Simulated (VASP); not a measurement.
# Ag in VASP: notebook, part 2 of 2

VASP 6.6.1. Earlier steps stand in the parts before.

### Step 3. Single point, PBE

Contents of INCAR:

```
PREC = Accurate
ENCUT = 520
EDIFF = 1E-7
ISMEAR = -1
SIGMA = 0.08
LREAL = False
LASPH = True
NELM = 100
ALGO = Normal
ISIF = 2
LWAVE = False
LCHARG = True
LDIPOL = True
IDIPOL = 3
DIPOL = 0.5 0.5 0.500
GGA = PE
LELF = True
LVHAR = True
LVACPOTAV = True
NBANDS = 24
```

Contents of KPOINTS:

```
Automatic mesh
0
Gamma
  14 10 1
```

Contents of POSCAR:

```
Ag
1.0
    2.9333909037      0.0000000000      0.0000000000
    0.0000000000      4.1484411997      0.0000000000
    0.0000000000      0.0000000000     18.9334000000
Ag
3
Direct
    0.0000000000      0.0000000000      0.4252793935
    0.5000000000      0.5000000000      0.5000000002
    0.0000000000      0.0000000000      0.5747206063
```

Potentials or basis: VASP PAW PBE potentials, release 64 (Ag).

Started as:

```sh
$ cat potpaw_PBE.64/Ag/POTCAR > POTCAR
$ mpirun -np 1 vasp_std > vasp.out
```

OUTCAR:

```text
PREC = Accurate
   ENCUT = 520
   EDIFF = 1E-7
   ISMEAR = -1
   LREAL = False
   LASPH = True
   NELM = 100
   ISIF = 2
   GGA = PE

 ion  position               nearest neighbor table
   1  0.000  0.000  0.425-   3 2.83   2 2.91   2 2.91   2 2.91   2 2.91
   2  0.500  0.500  0.500-   3 2.91   3 2.91   3 2.91   3 2.91   1 2.91   1 2.91   1 2.91   1 2.91

   3  0.000  0.000  0.575-   1 2.83   2 2.91   2 2.91   2 2.91   2 2.91

  LATTYP: Found a simple orthorhombic cell.
 ALAT       =     2.9333909037
 B/A-ratio  =     1.4142135624
 C/A-ratio  =     6.4544415053

  Lattice vectors:
[... 839 lines left out ...]

 [... further k-points ...]
[... 5 lines left out ...]
  --------------------------------------------------------------------------------------
  -------------------------------------------------------------------------------------
  Total       -1.9117088     -1.4179852     -0.0548156      0.0000000      0.0000000      0.0000000
  in kB      -13.2937904     -9.8604967     -0.3811812      0.0000000      0.0000000      0.0000000
  external PRESSURE =      -7.8451561 kB  Pullay stress =       0.0000000 kB

 VOLUME and BASIS-vectors are now :
 -----------------------------------------------------------------------------
  energy-cutoff  :      520.00
  volume of cell :      230.40
      direct lattice vectors                 reciprocal lattice vectors
     2.933390904  0.000000000  0.000000000     0.340902400  0.000000000  0.000000000
     0.000000000  4.148441200  0.000000000     0.000000000  0.241054399  0.000000000
     0.000000000  0.000000000 18.933400000     0.000000000  0.000000000  0.052816715

 POSITION                                       TOTAL-FORCE (eV/Angst)
 -----------------------------------------------------------------------------------
      0.00000      0.00000      8.05198        -0.000000     -0.000000      0.010203
      1.46670      2.07422      9.46670        -0.000000     -0.000000      0.000000
      0.00000      0.00000     10.88142         0.000000      0.000000     -0.010203
 -----------------------------------------------------------------------------------
    total drift:                                0.000000      0.000000     -0.000001

  FREE ENERGIE OF THE ION-ELECTRON SYSTEM (eV)
  ---------------------------------------------------
  free  energy   TOTEN  =        -6.8166411665 eV

  energy  without entropy=       -6.7967081846  energy(sigma->0) =       -6.80667468

 vacuum level on the upper side and lower side of the slab         2.833         2.833
```

OSZICAR:

```text
N       E                     dE             d eps       ncg     rms          rms(c)
DAV:   1     0.190272776238E+03    0.19027E+03   -0.12909E+04  2304   0.107E+03
DAV:   2    -0.131640539847E+01   -0.19159E+03   -0.17636E+03  2704   0.225E+02
DAV:   3    -0.727891050386E+01   -0.59625E+01   -0.59081E+01  2664   0.441E+01
[... 14 lines left out ...]
DAV:  18    -0.681663584083E+01   -0.11802E-04   -0.75100E-07  1752   0.164E-03    0.300E-04
DAV:  19    -0.681664007850E+01   -0.42377E-05   -0.30221E-07  1592   0.957E-04    0.812E-05
DAV:  20    -0.681664100327E+01   -0.92478E-06   -0.52838E-08  1592   0.332E-04    0.696E-05
DAV:  21    -0.681664115525E+01   -0.15198E-06   -0.60723E-09  1672   0.134E-04    0.115E-05
DAV:  22    -0.681664116653E+01   -0.11281E-07   -0.15193E-10  1656   0.443E-05
   1 F= -.68166412E+01 E0= -.68066747E+01  d E =-.199330E-01
```

stdout:

```text
POSCAR found type information on POSCAR Ag
 POSCAR found :  1 types and       3 ions
 scaLAPACK will be used
 LDA part: xc-table for (Slater+PW92), standard interpolation
 POSCAR, INCAR and KPOINTS ok, starting setup
 FFT: planning ... GRIDC
 FFT: planning ... GRID_SOFT
 FFT: planning ... GRID
 WAVECAR not read
 entering main loop
 -----------------------------------------------------------------------------
|                                                                             |
|           W    W    AA    RRRRR   N    N  II  N    N   GGGG   !!!           |
|           W    W   A  A   R    R  NN   N  II  NN   N  G    G  !!!           |
|           W    W  A    A  R    R  N N  N  II  N N  N  G       !!!           |
|           W WW W  AAAAAA  RRRRR   N  N N  II  N  N N  G  GGG   !            |
|           WW  WW  A    A  R   R   N   NN  II  N   NN  G    G                |
|           W    W  A    A  R    R  N    N  II  N    N   GGGG   !!!           |
|                                                                             |
|     Did not find any points to average over, which means that no vacuum     |
|     field-free region was found. Please increase the size of  your cell     |
|     in the dimension of the dipole correction to obtain accurate            |
|     workfunction values.                                                    |
|                                                                             |
 -----------------------------------------------------------------------------
```

It took 4.5 min on 1 thread of Intel Xeon 6975P-C, shared host; peak memory 0.45 GiB.

Results:

```yaml
Free_energy: -6.8166 eV
Largest_force: 0.010 eV/Å
```

Forces on the atoms (eV/Å):
```
Ag   0.000  0.000  0.010
Ag   0.000  0.000  0.000
Ag   0.000  0.000 -0.010
```

### Step 4. Single point, PBE

Contents of INCAR:

```
SYSTEM = Ag
ALGO = Normal ; DIPOL = 0.5 0.5 0.500
EDIFF = 1E-7 ; ENCUT = 520
GGA = PE ; IDIPOL = 3
ISIF = 2 ; ISMEAR = -1
LASPH = .TRUE. ; LCHARG = .FALSE.
LDIPOL = .TRUE. ; LREAL = .FALSE.
LWAVE = .FALSE. ; NBANDS = 24
NELM = 100 ; PREC = Accurate
SIGMA = 0.08
```

Contents of KPOINTS:

```
k-points
0
G
  14 10 1
  0 0 0
```

POSCAR is that of step 3.

Started as:

```sh
$ cat potpaw_PBE.64/Ag/POTCAR > POTCAR
$ mpirun -np 1 vasp_std > vasp.out
```

Run time: 4.7 min. Hardware: 1 thread of Intel Xeon 6975P-C, shared host; peak memory 0.45 GiB.

Results (log left out):

| Property | Result |
| --- | --- |
| Free energy | -6.8166 eV |
| Largest force | 0.010 eV/Å |

Forces in eV/Å, atoms in the order of the input:
```
Ag   0.000  0.000  0.010
Ag   0.000  0.000  0.000
Ag   0.000  0.000 -0.010
```

Levels at points of the mesh, in eV from the Fermi level:
```tsv
k point	band 15	band 16	band 17	band 18	band 19	band 20
(0.00, 0.00, 0.00)	-3.07	-2.78	-1.68	1.23	3.46	3.74
(0.50, 0.00, 0.00)	-2.78	0.14	0.33	2.13	3.63	4.98
(0.00, 0.50, 0.00)	-2.97	-2.84	-1.92	0.46	0.67	2.39
(0.50, 0.50, 0.00)	-2.81	1.27	1.62	3.72	4.40	4.52
```
